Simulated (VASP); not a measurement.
# Na (Im-3m) in VASP: notebook, part 2 of 2

VASP 6.6.1.

## (3) Single point, PBE (15.90 Å³/atom)

This run uses another cell than the first one, of 15.90 Å³/atom.

INCAR reads:

```
PREC = Accurate
ENCUT = 520
EDIFF = 1E-7
ISMEAR = -1
SIGMA = 0.05
LREAL = F
LASPH = T
NELM = 60
ALGO = Normal
ISIF = 2
LWAVE = F
LCHARG = F
GGA = PE
NBANDS = 10
```

KPOINTS reads:

```
regular mesh
0
Gamma
  13 13 13
```

POSCAR reads:

```
Na
1.0
   -1.5839621755      1.5839621755      1.5839621755
    1.5839621755     -1.5839621755      1.5839621755
    1.5839621755      1.5839621755     -1.5839621755
Na
1
Direct
    0.0000000000      0.0000000000      0.0000000000
```

Potentials or basis: VASP PAW PBE potentials, release 64 (Na_pv).

Run with:

```
$ cat potpaw_PBE.64/Na_pv/POTCAR > POTCAR
$ mpirun -np 1 vasp_std > vasp.out
```

Run time: 12 s. Hardware: 1 thread of Intel Xeon 8259CL, shared host; peak memory 0.12 GiB.

The run converged. Its results:

```yaml
Free_energy: -0.2511 eV
Pressure: 32.1 GPa
Band_gap_on_the_k_mesh: zero (an odd number of electrons rules out a gap without spin polarisation)
```

Levels at points of the mesh, in eV from the Fermi level:
```csv
k point,band 1,band 2,band 3,band 4,band 5,band 6,band 7,band 8
"(0.00, 0.00, 0.00)",-25.15,-25.15,-25.15,-5.70,18.13,18.13,18.13,19.86
```

Caveat: the cell stands under pressure.

## (4) Single point, PBE (15.90 Å³/atom)

This run uses another cell than the first one, of 15.90 Å³/atom.

INCAR reads:

```
SYSTEM = Na
PREC = Accurate
ENCUT = 520
EDIFF = 1E-6
ISMEAR = -1
SIGMA = 0.05
LREAL = .FALSE.
LASPH = .TRUE.
NELM = 80
ALGO = Normal
ISIF = 2
LWAVE = .FALSE.
LCHARG = .TRUE.
GGA = PE
LELF = .TRUE.
LVHAR = .TRUE.
NBANDS = 10
```

KPOINTS reads:

```
Automatic mesh
0
G
  13 13 13
  0 0 0
```

POSCAR is that of step 3.

Potentials or basis: VASP PAW PBE potentials, release 64 (Na_pv).

Run with:

```
$ cat potpaw_PBE.64/Na_pv/POTCAR > POTCAR
$ mpirun -np 1 vasp_std > vasp.out
```

OUTCAR:

```text
SYSTEM = Na
   PREC = Accurate
   ENCUT = 520
   EDIFF = 1E-6
   ISMEAR = -1
   LREAL = .FALSE.
   LASPH = .TRUE.
   NELM = 80
   ISIF = 2
   GGA = PE

 ion  position               nearest neighbor table
   1  0.000  0.000  0.000-

  LATTYP: Found a body centered cubic cell.
 ALAT       =     3.1679243510

  Lattice vectors:

 A1 = (  -1.5839621755,   1.5839621755,   1.5839621755)
 A2 = (   1.5839621755,  -1.5839621755,   1.5839621755)
[... 490 lines left out ...]
     10      30.1602      0.00000

 [... further k-points ...]

------------------------ aborting loop because EDIFF is reached ----------------------------------------

  FORCE on cell =-STRESS in cart. coord.  units (eV):
  Direction    XX          YY          ZZ          XY          YZ          ZX
  --------------------------------------------------------------------------------------
  -------------------------------------------------------------------------------------
  Total        3.1668549      3.1668549      3.1668549      0.0000000     -0.0000000      0.0000000
  in kB      319.1863693    319.1863693    319.1863693      0.0000000     -0.0000000      0.0000000
  external PRESSURE =     319.1863693 kB  Pullay stress =       0.0000000 kB

 VOLUME and BASIS-vectors are now :
 -----------------------------------------------------------------------------
  energy-cutoff  :      520.00
  volume of cell :       15.90
      direct lattice vectors                 reciprocal lattice vectors
    -1.583962175  1.583962175  1.583962175     0.000000000  0.315664103  0.315664103
     1.583962175 -1.583962175  1.583962175     0.315664103  0.000000000  0.315664103
     1.583962175  1.583962175 -1.583962175     0.315664103  0.315664103  0.000000000

 POSITION                                       TOTAL-FORCE (eV/Angst)
 -----------------------------------------------------------------------------------
      0.00000      0.00000      0.00000        -0.000000      0.000000     -0.000000
 -----------------------------------------------------------------------------------
    total drift:                                0.000000     -0.000000      0.000000

  FREE ENERGIE OF THE ION-ELECTRON SYSTEM (eV)
  ---------------------------------------------------
  free  energy   TOTEN  =        -0.2511060031 eV

  energy  without entropy=       -0.2477421508  energy(sigma->0) =       -0.24942408
```

stdout:

```text
POSCAR found type information on POSCAR Na
 POSCAR found :  1 types and       1 ions
 scaLAPACK will be used
 LDA part: xc-table for (Slater+PW92), standard interpolation
 POSCAR, INCAR and KPOINTS ok, starting setup
 FFT: planning ... GRIDC
 FFT: planning ... GRID_SOFT
 FFT: planning ... GRID
 WAVECAR not read
 entering main loop
```

Run time: 12 s. Hardware: 1 thread of Intel Xeon 8259CL, shared host; peak memory 0.12 GiB.

What came out:

* Free energy: -0.2511 eV
* Pressure: 31.9 GPa
* Band gap on the k mesh: zero (an odd number of electrons rules out a gap without spin polarisation)

Levels at points of the mesh, in eV from the Fermi level:
| k point | band 1 | band 2 | band 3 | band 4 | band 5 | band 6 | band 7 |
| --- | --- | --- | --- | --- | --- | --- | --- |
| (0.00, 0.00, 0.00) | -25.15 | -25.15 | -25.15 | -5.70 | 18.13 | 18.13 | 18.13 |

Caveat: the cell stands under pressure.

## (5) Single point, PBEsol

This run uses another cell than the first one, of 15.90 Å³/atom.

INCAR reads:

```
SYSTEM = Na
PREC     = Accurate       ! precision mode
ENCUT    = 520            ! plane-wave cutoff, eV
EDIFF    = 1E-6           ! SCF threshold, eV
ISMEAR   = -1             ! smearing method
SIGMA    = 0.05           ! smearing width, eV
LREAL    = .False.        ! projectors in reciprocal space
LASPH    = .True.         ! aspherical terms in the spheres
NELM     = 60             ! most SCF steps
ALGO     = Normal         ! electronic algorithm
ISIF     = 2              ! what is computed and relaxed
LWAVE    = .False.        ! write WAVECAR
LCHARG   = .True.         ! write CHGCAR
GGA      = PS             ! functional
LELF     = .True.         ! ELF
LVHAR    = .True.       
NBANDS   = 10             ! bands
```

KPOINTS reads:

```
Automatic mesh
0
Gamma
  13 13 13
  0 0 0
```

POSCAR is that of step 4.

Run with:

```
$ cat potpaw_PBE.64/Na_pv/POTCAR > POTCAR
$ mpirun -np 1 vasp_std > vasp.out
```

Run time: 10 s. Hardware: 1 thread of Intel Xeon 8259CL, shared host; peak memory 0.12 GiB.

The run converged. Its results:

| Property | Result |
| --- | --- |
| Free energy | -0.4047 eV |
| Pressure | 30.4 GPa |
| Band gap on the k mesh | zero (an odd number of electrons rules out a gap without spin polarisation) |

Levels at points of the mesh, in eV from the Fermi level:
```csv
k point,band 1,band 2,band 3,band 4,band 5,band 6
"(0.00, 0.00, 0.00)",-25.00,-25.00,-25.00,-5.71,18.12,18.12
```

Caveat: the cell stands under pressure; the PAW data sets were made with another functional, which shifts forces and pressure a little.

## (6) Single point, PBE (18.48 Å³/atom)

This run uses another cell than the first one, of 18.48 Å³/atom.

INCAR reads:

```
SYSTEM = Na
PREC = Accurate
ENCUT = 520
EDIFF = 1E-6
ISMEAR = -1
SIGMA = 0.05
LREAL = .FALSE.
LASPH = .TRUE.
NELM = 80
ALGO = Normal
ISIF = 2
LWAVE = .FALSE.
LCHARG = .TRUE.
GGA = PE
LELF = .TRUE.
LVHAR = .TRUE.
NBANDS = 10
```

KPOINTS reads:

```
regular mesh
0
G
  13 13 13
  0 0 0
```

POSCAR reads:

```
Na
1.0
   -1.6656304670      1.6656304670      1.6656304670
    1.6656304670     -1.6656304670      1.6656304670
    1.6656304670      1.6656304670     -1.6656304670
Na
1
Direct
    0.0000000000      0.0000000000      0.0000000000
```

Potentials or basis: VASP PAW PBE potentials, release 64 (Na_pv).

Run with:

```
$ cat potpaw_PBE.64/Na_pv/POTCAR > POTCAR
$ mpirun -np 1 vasp_std > vasp.out
```

It took 18 s on 1 thread of Intel Xeon 8259CL, shared host; peak memory 0.14 GiB.

The run converged. Its results:

```yaml
Free_energy: -0.6609 eV
Pressure: 19.6 GPa
Band_gap_on_the_k_mesh: zero (an odd number of electrons rules out a gap without spin polarisation)
```

Levels at points of the mesh, in eV from the Fermi level:
```csv
k point,band 1,band 2,band 3,band 4,band 5,band 6
"(0.00, 0.00, 0.00)",-24.94,-24.94,-24.94,-5.18,16.86,16.86
```

Caveat: the cell stands under pressure.

## (7) Summary

```tsv
level	cell	k mesh	gap on the mesh (eV)	pressure (GPa)
PBE	a = 3.635 Å, angles 109.5°, 1 atom	20 × 20 × 20	none	0.0
PBE	a = 2.744 Å, angles 109.5°, 1 atom	13 × 13 × 13	none	31.9
PBEsol	a = 2.744 Å, angles 109.5°, 1 atom	13 × 13 × 13	none	30.4
PBE	a = 2.885 Å, angles 109.5°, 1 atom	13 × 13 × 13	none	19.6
```

Alike in all rows: task single point; potentials or basis VASP PAW PBE potentials, release 64 (Na_pv); no spin polarisation; cutoff (eV) 520; smearing fermi-dirac 0.05 eV.

Caveats: the cell stands under pressure (at least some runs); the PAW data sets were made with another functional, which shifts forces and pressure a little (at least some runs).

Total energies depend on the potentials used, so only differences within one code and one set of settings carry meaning.
